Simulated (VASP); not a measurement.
# SnO2 (Pbcn) in VASP: density of states with LDA

Aim: the density of states of SnO2 with LDA.

Program: VASP 6.6.1. These are calculated values, not measurements. Logs are shortened: lines on timing, memory, paths and dates and some standing lists are left out, and cuts for length are marked.

## Step 1: The cell of the first run

It takes space group Pbcn (No. 60, orthorhombic). The conventional cell has a = 4.703 Å, b = 5.695 Å, c = 5.204 Å, α = 90.00°, β = 90.00°, γ = 90.00°. Within 2.7 Å of Sn (site symmetry 2) lie 6 O at 2.02 to 2.10 Å. Within 2.7 Å of O (site symmetry 1) lie 3 Sn at 2.02 to 2.10 Å and 1 O at 2.61 Å.

## Step 2: Density of states, LDA

Contents of POSCAR:

```
SnO2
1.0
    4.7034523208      0.0000000000      0.0000000000
    0.0000000000      5.6951729271      0.0000000000
    0.0000000000      0.0000000000      5.2043295035
Sn O
4 8
Direct
    0.5000000000      0.6673206304      0.7500000000
    0.0000000000      0.8326793696      0.2500000000
    0.5000000000      0.3326793696      0.2500000000
    0.0000000000      0.1673206304      0.7500000000
    0.7310207142      0.6049099314      0.0776301508
    0.2310207142      0.8950900686      0.9223698492
    0.7689792858      0.8950900686      0.5776301508
    0.2689792858      0.6049099314      0.4223698492
    0.7310207142      0.3950900686      0.5776301508
    0.2310207142      0.1049099314      0.4223698492
    0.7689792858      0.1049099314      0.0776301508
    0.2689792858      0.3950900686      0.9223698492
```

Contents of INCAR.step1:

```
SYSTEM = SnO2
ALGO = Normal ; EDIFF = 1E-6
ENCUT = 520 ; GGA = CA
ISIF = 2 ; ISMEAR = 0
LASPH = .True. ; LCHARG = .True.
LREAL = .False. ; LUSENCCL = .False.
LWAVE = .False. ; NBANDS = 64
NELM = 60 ; PREC = Accurate
SIGMA = 0.02
```

Contents of KPOINTS.step1:

```
k-points
0
Gamma
  6 6 6
  0 0 0
```

Contents of INCAR.step2:

```
SYSTEM = SnO2
ALGO = Normal ; EDIFF = 1E-6
ENCUT = 520 ; GGA = CA
ICHARG = 11 ; ISIF = 2
ISMEAR = -5 ; LASPH = .True.
LCHARG = .False. ; LORBIT = 11
LREAL = .False. ; LUSENCCL = .False.
LWAVE = .False. ; NEDOS = 2001
NELM = 60 ; PREC = Accurate
SIGMA = 0.02
```

Contents of KPOINTS.step2:

```
k-points
0
Gamma
  9 9 9
  0 0 0
```

Potentials or basis: VASP PAW LDA potentials, release 64 (Sn_d, O).

Started as:

```console
$ cat potpaw_LDA.64/Sn_d/POTCAR potpaw_LDA.64/O/POTCAR > POTCAR
$ cp INCAR.step1 INCAR
$ cp KPOINTS.step1 KPOINTS
$ mpirun -np 1 vasp_std > vasp.out
$ cp INCAR.step2 INCAR
$ cp KPOINTS.step2 KPOINTS
$ mpirun -np 1 vasp_std > vasp.out
```

OUTCAR:

```text
SYSTEM = SnO2
   EDIFF = 1E-6
   ENCUT = 520
   GGA = CA
   ICHARG = 11
   ISIF = 2
   ISMEAR = -5
   LASPH = .True.
   LORBIT = 11
   LREAL = .False.
   NELM = 60
   PREC = Accurate

 ion  position               nearest neighbor table
   1  0.500  0.667  0.750-   6 2.02   7 2.02   5 2.05   8 2.05   9 2.10  12 2.10   3 3.23   3 3.23
                             2 3.63   2 3.63   2 3.63   2 3.63   4 3.69   4 3.69   4 3.69   4 3.69
   2  0.000  0.833  0.250-   5 2.02   8 2.02   7 2.05   6 2.05  10 2.10  11 2.10   4 3.23   4 3.23
                             1 3.63   1 3.63   1 3.63   1 3.63   3 3.69   3 3.69   3 3.69   3 3.69
   3  0.500  0.333  0.250-  10 2.02  11 2.02   9 2.05  12 2.05   5 2.10   8 2.10   1 3.23   1 3.23
                             4 3.63   4 3.63   4 3.63   4 3.63   2 3.69   2 3.69   2 3.69   2 3.69
   4  0.000  0.167  0.750-   9 2.02  12 2.02  11 2.05  10 2.05   6 2.10   7 2.10   2 3.23   2 3.23
                             3 3.63   3 3.63   3 3.63   3 3.63   1 3.69   1 3.69   1 3.69   1 3.69
   5  0.731  0.605  0.078-   2 2.02   1 2.05   3 2.10
   6  0.231  0.895  0.922-   1 2.02   2 2.05   4 2.10
   7  0.769  0.895  0.578-   1 2.02   2 2.05   4 2.10
   8  0.269  0.605  0.422-   2 2.02   1 2.05   3 2.10
   9  0.731  0.395  0.578-   4 2.02   3 2.05   1 2.10
  10  0.231  0.105  0.422-   3 2.02   4 2.05   2 2.10
  11  0.769  0.105  0.078-   3 2.02   4 2.05   2 2.10
  12  0.269  0.395  0.922-   4 2.02   3 2.05   1 2.10

  LATTYP: Found a simple orthorhombic cell.
 ALAT       =     4.7034523208
 B/A-ratio  =     1.1064913915
 C/A-ratio  =     1.2108495077

  Lattice vectors:

 A1 = (  -4.7034523208,   0.0000000000,   0.0000000000)
 A2 = (   0.0000000000,   0.0000000000,   5.2043295035)
 A3 = (   0.0000000000,   5.6951729271,   0.0000000000)

Analysis of symmetry for initial positions (statically):
=====================================================================
 Subroutine PRICEL returns:
 Original cell was already a primitive cell.

 Routine SETGRP: Setting up the symmetry group for a
 simple orthorhombic supercell.

 Subroutine GETGRP returns: Found  8 space group operations
 (whereof  2 operations were pure point group operations)
 out of a pool of  8 trial point group operations.

The static configuration has the point symmetry S_2 .
 The point group associated with its full space group is D_2h.

Analysis of symmetry for dynamics (positions and initial velocities):
=====================================================================
 Subroutine PRICEL returns:
 Original cell was already a primitive cell.

 Routine SETGRP: Setting up the symmetry group for a
 simple orthorhombic supercell.

 Subroutine GETGRP returns: Found  8 space group operations
 (whereof  2 operations were pure point group operations)
 out of a pool of  8 trial point group operations.

The dynamic configuration has the point symmetry S_2 .
 The point group associated with its full space group is D_2h.

 Subroutine INISYM returns: Found  8 space group operations
 (whereof  2 operations are pure point group operations),
 and found     1 'primitive' translations

----------------------------------------------------------------------------------------

                                     Primitive cell

  volume of cell :     139.4082

  direct lattice vectors                    reciprocal lattice vectors
     4.703452321  0.000000000  0.000000000     0.212609788  0.000000000  0.000000000
     0.000000000  5.695172927  0.000000000     0.000000000  0.175587293  0.000000000
     0.000000000  0.000000000  5.204329504     0.000000000  0.000000000  0.192147711

  length of vectors
     4.703452321  5.695172927  5.204329504     0.212609788  0.175587293  0.192147711

  position of ions in fractional coordinates (direct lattice)
     0.500000000  0.667320630  0.750000000
     0.000000000  0.832679370  0.250000000
     0.500000000  0.332679370  0.250000000
     0.000000000  0.167320630  0.750000000
     0.731020714  0.604909931  0.077630151
     0.231020714  0.895090069  0.922369849
     0.768979286  0.895090069  0.577630151
     0.268979286  0.604909931  0.422369849
     0.731020714  0.395090069  0.577630151
     0.231020714  0.104909931  0.422369849
     0.768979286  0.104909931  0.077630151
     0.268979286  0.395090069  0.922369849

  ion indices of the primitive-cell ions
   primitive index   ion index
                 1           1
                 2           2
                 3           3
                 4           4
                 5           5
                 6           6
                 7           7
                 8           8
                 9           9
                10          10
                11          11
                12          12

----------------------------------------------------------------------------------------

 KPOINTS: k-points

Automatic generation of k-mesh.
 Grid dimensions read from file:
 generate k-points for:    9    9    9

 Generating k-lattice:

  Cartesian coordinates                     Fractional coordinates (reciprocal lattice)
     0.023623310  0.000000000  0.000000000     0.111111111  0.000000000  0.000000000
     0.000000000  0.019509699  0.000000000     0.000000000  0.111111111  0.000000000
     0.000000000  0.000000000  0.021349746     0.000000000  0.000000000  0.111111111

  Length of vectors
     0.023623310  0.019509699  0.021349746

  Shift w.r.t. Gamma in fractional coordinates (k-lattice)
     0.000000000  0.000000000  0.000000000

 TETIRR: Found   2149 inequivalent tetrahedra from     4374

 Subroutine IBZKPT returns following result:
 ===========================================

 Found    125 irreducible k-points:

 Following reciprocal coordinates:
            Coordinates               Weight
  0.000000  0.000000  0.000000      1.000000
  0.111111  0.000000  0.000000      2.000000
  0.222222  0.000000  0.000000      2.000000
  0.333333  0.000000  0.000000      2.000000
  0.444444  0.000000  0.000000      2.000000
  0.000000  0.111111  0.000000      2.000000
[... 16 lines left out ...]
  0.222222  0.444444  0.000000      4.000000
  0.333333  0.444444  0.000000      4.000000
 [... further k-points ...]
   k-points           NKPTS =    125   k-points in BZ     NKDIM =    125   number of bands    NBANDS=     62
   number of dos      NEDOS =   2001   number of ions     NIONS =     12
   total plane-waves  NPLWV =  60480
   dimension x,y,z NGX =    36 NGY =   42 NGZ =   40
   dimension x,y,z NGXF=    72 NGYF=   84 NGZF=   80
   ions per type =               4   8
   NGX,Y,Z   is equivalent  to a cutoff of  12.72, 12.26, 12.78 a.u.
   NGXF,Y,Z  is equivalent  to a cutoff of  25.45, 24.52, 25.56 a.u.
 SYSTEM =  SnO2
   PREC   = accura    normal or accurate (medium, high low for compatibility)
   ISTART =      0    job   : 0-new  1-cont  2-samecut
   ICHARG =     11    charge: 1-file 2-atom 10-const
   ISPIN  =      1    spin polarized calculation?
   LNONCOLLINEAR =      F non collinear calculations
   LSORBIT =      F    spin-orbit coupling
   LASPH  =      T    aspherical Exc in radial PAW
   ENCUT  =  520.0 eV  38.22 Ry    6.18 a.u.   8.75 10.59  9.68*2*pi/ulx,y,z
   NELM   =     60;   NELMIN=  2; NELMDL=  0     # of ELM steps
   EDIFF  = 0.1E-05   stopping-criterion for ELM
   LREAL  =      F    real-space projection
   EDIFFG = 0.1E-04   stopping-criterion for IOM
   NSW    =      0    number of steps for IOM
   IBRION =     -1    ionic relax: 0-MD 1-quasi-New 2-CG
   NFREE  =      0    steps in history (QN), initial steepest desc. (CG)
   ISIF   =      2    stress and relaxation
   ISYM   =      2    0-nonsym 1-usesym 2-fastsym
   POTIM  = 0.5000    time-step for ionic-motion
   TEBEG  =    0.0;   TEEND  =   0.0 temperature during run
   PSTRESS=    0.0 pullay stress
   NELECT =     104.0000    total number of electrons
   NUPDOWN=      -1.0000    fix difference up-down
   EMIN   =  10.00;   EMAX   =-10.00  energy-range for DOS
   EFERMI =   0.00;   METHOD = LEGACY
   ISMEAR =    -5;   SIGMA  =   0.02  broadening in eV -4-tet -1-fermi 0-gaus
   EFERMI_NEDOS =   21; number of points for ismear=-14 and -15
   IALGO  =     38    algorithm
   IMIX   =      4    mixing-type and parameters
     AMIX     =   0.40;   BMIX     =  1.00
     AMIX_MAG =   1.60;   BMIX_MAG =  1.00
  volume/ion in A,a.u.               =      11.62        78.40
  Fermi-wavevector in a.u.,A,eV,Ry     =   1.484761  2.805791 29.994238  2.204514
  Thomas-Fermi vector in A             =   2.598257
   LORBIT       =     11    0 simple, 1 ext, 2 COOP (PROOUT), +10 PAW based schemes
   GGA     = CA    functional components
   LHFCALC =     F    Hartree Fock is set to
   AEXX    =    0.0000 exact exchange contribution
   IVDW    =     0    specifies the selected vdW correction
   LEPSILON=     F    determine dielectric tensor
   LRPA    =     F    only Hartree local field effects (RPA)
 non-spin polarized calculation
 Fermi weights with tetrahedron method with Bloechl corrections
  energy-cutoff  :      520.00
  volume of cell :      139.41
 maximum number of plane-waves:      3784
 NGX is ok and might be reduce to    36

 number of electron     103.9999972 magnetization

 Free energy of the ion-electron system (eV)
  ---------------------------------------------------
  ext. energy  EPLUGINS =         0.00000000
  ---------------------------------------------------
  free energy    TOTEN  =       -84.41840953 eV

  energy without entropy =      -84.41840953  energy(sigma->0) =      -84.41840953

 E-fermi :   5.8625     XC(G=0): -11.9741

 val. band max:        5.8550548491   @ k =   0.0000   0.0000   0.0000
 cond. band min:       7.3931447721   @ k =   0.0000   0.0000   0.0000
 fundamental gap:      1.5380899230
 Fermi energy:         5.8624951233

 k-point     1 :       0.0000    0.0000    0.0000
  band No.  band energies     occupation
      1     -14.7120      2.00000
      2     -14.5756      2.00000
      3     -14.4869      2.00000
      4     -14.1763      2.00000
      5     -14.0375      2.00000
      6     -13.8697      2.00000
[... 54 lines left out ...]
     61      15.9388      0.00000
     62      16.0069      0.00000

 k-point     2 :       0.1111    0.0000    0.0000
  band No.  band energies     occupation
      1     -14.7111      2.00000
      2     -14.5433      2.00000
      3     -14.4806      2.00000
      4     -14.1874      2.00000
      5     -14.0936      2.00000
      6     -13.8673      2.00000
[... 1419 lines left out ...]
     61      15.9045      0.00000
     62      15.9816      0.00000

 k-point    24 :       0.3333    0.4444    0.0000
  band No.  band energies     occupation
      1     -14.6480      2.00000
      2     -14.6088      2.00000
      3     -14.3513      2.00000
      4     -14.2994      2.00000
      5     -14.0748      2.00000
      6     -14.0032      2.00000
[... 54 lines left out ...]
     61      16.0765      0.00000
     62      16.2167      0.00000

 [... further k-points ...]

------------------------ aborting loop because EDIFF is reached ----------------------------------------

  FORCE on cell =-STRESS in cart. coord.  units (eV):
  Direction    XX          YY          ZZ          XY          YZ          ZX
  --------------------------------------------------------------------------------------
  -------------------------------------------------------------------------------------
  Total        0.8770680      0.8789271      1.0480363      0.0000000      0.0000000     -0.0000000
  in kB       10.0798807     10.1012468     12.0447690      0.0000000      0.0000000     -0.0000000
  external PRESSURE =      10.7419655 kB  Pullay stress =       0.0000000 kB

 VOLUME and BASIS-vectors are now :
 -----------------------------------------------------------------------------
  energy-cutoff  :      520.00
  volume of cell :      139.41
      direct lattice vectors                 reciprocal lattice vectors
     4.703452321  0.000000000  0.000000000     0.212609788  0.000000000  0.000000000
     0.000000000  5.695172927  0.000000000     0.000000000  0.175587293  0.000000000
     0.000000000  0.000000000  5.204329504     0.000000000  0.000000000  0.192147711

 POSITION                                       TOTAL-FORCE (eV/Angst)
 -----------------------------------------------------------------------------------
      2.35173      3.80051      3.90325         0.000000      0.022230     -0.000000
      0.00000      4.74225      1.30108         0.000000     -0.022230     -0.000000
      2.35173      1.89467      1.30108         0.000000     -0.022230      0.000000
      0.00000      0.95292      3.90325         0.000000      0.022230      0.000000
      3.43832      3.44507      0.40401         0.014089     -0.007938      0.005039
      1.08659      5.09769      4.80032         0.014089      0.007938     -0.005039
      3.61686      5.09769      3.00618        -0.014089      0.007938      0.005039
      1.26513      3.44507      2.19815        -0.014089     -0.007938     -0.005039
      3.43832      2.25011      3.00618         0.014089      0.007938      0.005039
      1.08659      0.59748      2.19815         0.014089     -0.007938     -0.005039
      3.61686      0.59748      0.40401        -0.014089     -0.007938      0.005039
      1.26513      2.25011      4.80032        -0.014089      0.007938     -0.005039
 -----------------------------------------------------------------------------------
    total drift:                                0.000000      0.000000      0.000000

  FREE ENERGIE OF THE ION-ELECTRON SYSTEM (eV)
  ---------------------------------------------------
  free  energy   TOTEN  =       -84.4184095276 eV

  energy  without entropy=      -84.4184095276  energy(sigma->0) =      -84.41840953

 total charge

# of ion       s       p       d       tot
------------------------------------------
    1        0.895   1.128  10.387  12.410
    2        0.895   1.128  10.387  12.410
    3        0.895   1.128  10.387  12.410
    4        0.895   1.128  10.387  12.410
    5        1.550   3.494   0.000   5.044
    6        1.550   3.494   0.000   5.044
    7        1.550   3.494   0.000   5.044
    8        1.550   3.494   0.000   5.044
    9        1.550   3.494   0.000   5.044
   10        1.550   3.494   0.000   5.044
   11        1.550   3.494   0.000   5.044
   12        1.550   3.494   0.000   5.044
--------------------------------------------------
tot         15.980  32.466  41.550  89.996
```

Wall time 12 min (1 × NVIDIA H100 80GB with 1 thread of AMD EPYC 7R13 (Zen 3), shared host); peak memory 1.8 GiB.

Results:

| Property | Result |
| --- | --- |
| Valence electrons inside the program's atomic spheres | Sn 12.41; O 5.04 |

Caveat: spin-orbit coupling is left out, which moves the levels of the heavy elements.
